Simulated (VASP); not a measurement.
Input of a VASP 6.6.1 run:

The input INCAR:

```
PREC     = Accurate       # precision mode
ENCUT    = 520            # plane-wave cutoff, eV
EDIFF    = 1E-6           # SCF threshold, eV
ISMEAR   = -1             # smearing method
SIGMA    = 0.05           # smearing width, eV
LREAL    = False          # projectors in reciprocal space
LASPH    = True           # aspherical terms in the spheres
NELM     = 60             # most SCF steps
ALGO     = Fast           # electronic algorithm
ISIF     = 2              # what is computed and relaxed
LWAVE    = False          # write WAVECAR
LCHARG   = False          # write CHGCAR
GGA      = PE             # functional
NBANDS   = 30             # bands
```

The input KPOINTS:

```
Automatic mesh
0
Gamma
  10 10 10
```

POSCAR

```
BeRu3
1.0
   -1.8057610000      1.8057610000      3.9533950000
    1.8057610000     -1.8057610000      3.9533950000
    1.8057610000      1.8057610000     -3.9533950000
Ru Be
3 1
Direct
    0.5000000000      0.5000000000      0.0000000000
    0.2500000000      0.7500000000      0.5000000000
    0.7500000000      0.2500000000      0.5000000000
    0.0000000000      0.0000000000      0.0000000000
```

Potentials or basis: VASP PAW PBE potentials, release 64 (Ru_pv, Be).

Run with:

```sh
$ cat potpaw_PBE.64/Ru_pv/POTCAR potpaw_PBE.64/Be/POTCAR > POTCAR
$ mpirun -np 1 vasp_std > vasp.out
```

(1) What does it give for the pressure?

(2) What does it give for the band gap on the k mesh?

Results:

(1) -2.2 GPa.

(2) zero (band 22 reaches 12.25 eV, above the bottom of band 23 at 10.31 eV).
